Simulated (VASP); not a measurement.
Cu:

```
Cu
1.0
     0.00000    1.80750    1.80750
     1.80750    0.00000    1.80750
     1.80750    1.80750    0.00000
Cu
1
Direct
  0.00000 0.00000 0.00000
```

* Program: VASP 6.6.1
* Task: relaxation of cell and atoms
* Functional: LDA
* Potentials or basis: VASP PAW LDA potentials, release 64 (Cu)
* Cutoff: 600 eV
* k mesh: 12 × 12 × 12
* Occupations: fermi-dirac, width 0.1 eV
* Spin: no spin polarisation

At the start: pressure -11.7 GPa; volume 11.81 Å³/atom.

Question: Where does the relaxation end?

Answer: Over 3 steps the energy falls by 34.4 meV/atom and the volume is 10.94 Å³/atom (-7.4 %); space group Fm-3m (No. 225, to 0.1 Å) before and after.

Step by step:
| step | energy change (eV) | largest force (eV/Å) | pressure (GPa) | volume (Å³) |
| --- | --- | --- | --- | --- |
| 1 | 0.0000 | 0.0000 | -11.67 | 11.81 |
| 2 | -0.0175 | 0.0000 | 10.55 | 10.40 |
| 3 | -0.0344 | 0.0000 | -0.08 | 10.94 |

Final structure:
```
CELL_PARAMETERS angstrom
0.00000 1.76204 1.76204
1.76204 0.00000 1.76204
1.76204 1.76204 0.00000
ATOMIC_POSITIONS crystal
Cu 0.00000 0.00000 0.00000
```
